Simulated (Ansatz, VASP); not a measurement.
Two plane-wave programs on SiC

```xyz
4
Lattice="2.7765 0.0000 0.0000 -1.3883 2.4045 0.0000 0.0000 0.0000 4.5307" Properties=species:S:1:pos:R:3 pbc="T T T"
Si    0.0000    1.6030   -0.0018
Si    1.3883    0.8015    2.2636
C     0.0000    1.6030    1.7053
C     1.3883    0.8015    3.9707
```

Change from the starting cell: volume scaled by 0.72, PAW files.

Alike in both runs: task single point; functional PBE; k mesh 13 × 13 × 7; occupations fermi-dirac, width 0.1 eV; no spin polarisation.

```csv
,VASP,Ansatz
version,VASP 6.6.1,Ansatz 0.2.0
potentials or method,"VASP PAW PBE potentials, release 64 (Si, C)","PAW with Ansatz's default frozen-core files, scalar-relativistic"
plane-wave cutoff (eV),520,420
valence electrons in the cell,16,16
```

|  | VASP | Ansatz | Ansatz less VASP |
| --- | --- | --- | --- |
| pressure (GPa) | 130.5 | 130.8 | +0.27 |

Both programs put the cell under a high pressure, so it lies far from rest at this level.

Noted on VASP's run: the cell as given lies far from equilibrium.
